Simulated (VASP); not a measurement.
# Fe: single point with PBEsol

Fe:

```
CELL_PARAMETERS angstrom
2.34700 0.00000 0.00000
-1.17350 2.03256 0.00000
0.00000 0.00000 3.79700
ATOMIC_POSITIONS crystal
Fe 0.33333 0.66667 0.25000
Fe 0.66667 0.33333 0.75000
```

This isn't the form of Fe at room conditions, which is bcc.

```yaml
Program: VASP 6.6.1
Task: single point
Functional: PBEsol
Potentials_or_basis: VASP PAW PBE potentials, release 64 (Fe)
Cutoff: 520 eV
k_mesh: 14 × 14 × 8
Occupations: fermi-dirac, width 0.1 eV
Spin: collinear spin, ferromagnetic start
Starting_moments: "[0.2, 0.2] μB"
Fixed_moment: 0.4 μB
Dipole_correction: no
Further_INCAR_settings: ALGO = Normal; EDIFF = 1e-07; NBANDS = 19
```

```json
{
  "Pressure": "31.4 GPa",
  "Net moment": "0.40 μB per cell",
  "Site moments": "Fe +0.20 μB",
  "Valence electrons inside the program's atomic spheres": "Fe 7.85"
}
```

Stress tensor (GPa, compression positive):
```
35.64  0.00  0.00
 0.00 35.64  0.00
 0.00  0.00 23.06
```

Run time: 2 min on 1 thread of Intel Xeon 8259CL (shared host), peak memory 0.18 GiB.

Caveat: the cell stands under pressure; the PAW data sets were made with another functional, which shifts forces and pressure a little; the total moment is fixed, so each spin has its own Fermi level.
